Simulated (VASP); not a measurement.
The system is TaN.

```xyz
2
Lattice="2.9380 0.0000 0.0000 -1.4690 2.5444 0.0000 0.0000 0.0000 2.8830" Properties=species:S:1:pos:R:3 pbc="T T T"
Ta    0.0000    0.0000    1.4415
N     1.4690    0.8481    0.0000
```

Base run:

| Item | Value |
| --- | --- |
| Program | VASP 6.6.1 |
| Functional | LDA |
| Potentials or basis | VASP PAW LDA potentials, release 64 (Ta_sv_GW, N) |
| Cutoff | 600 eV |
| k mesh | 10 × 10 × 9 |
| Occupations | fermi-dirac, width 0.05 eV |
| Spin | no spin polarisation |
| Hubbard terms | Ta d U = 8.0 eV |

Its results: band gap on the k mesh zero (band 9 reaches 13.76 eV, above the bottom of band 10 at 13.41 eV); pressure 17.2 GPa.

The run is repeated on the same cell with these changes: hubbard terms from Ta d U = 8.0 eV to Ta d U = 1.0 eV. What comes out?

Band gap on the k mesh zero (band 9 reaches 12.49 eV, above the bottom of band 10 at 12.19 eV); pressure -7.3 GPa.

Caveats: spin-orbit coupling is left out, which moves the levels of the heavy elements; U without spin polarisation on a metal has little footing.
